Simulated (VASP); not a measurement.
Input of a VASP 6.6.1 run:

The input INCAR:

```
SYSTEM = In
  PREC = Accurate
  ENCUT = 520
  EDIFF = 1E-6
  ISMEAR = 0
  SIGMA = 0.05
  LREAL = .FALSE.
  LASPH = .TRUE.
  NELM = 80
  ALGO = Normal
  ISIF = 2
  LWAVE = .FALSE.
  LCHARG = .TRUE.
  GGA = CA
  LELF = .TRUE.
  LVHAR = .TRUE.
  NBANDS = 12
```

Contents of KPOINTS:

```
Automatic mesh
0
G
  11 11 11
  0 0 0
```

Contents of POSCAR:

```
In
1.0
    3.3769064400      0.0000000000      0.0000000000
    0.2472340469      3.3678438845      0.0000000000
   -1.8120702438     -1.6839219426      2.2987617161
In
1
Direct
    0.0000000000      0.0000000000      0.0000000000
```

Potentials or basis: VASP PAW LDA potentials, release 64 (In_d).

Launch:

```console
$ cat potpaw_LDA.64/In_d/POTCAR > POTCAR
$ mpirun -np 1 vasp_std > vasp.out
```

Question: What does it give for the pressure?

Answer: -2.6 GPa.

Question: Predict the band gap on the k mesh.

Answer: Zero (an odd number of electrons rules out a gap without spin polarisation).

Stress tensor (GPa, compression positive):
```
-2.64 -0.17  0.00
-0.17 -2.61  0.00
 0.00  0.00 -2.46
```

Caveat: spin-orbit coupling is left out, which moves the levels of the heavy elements.
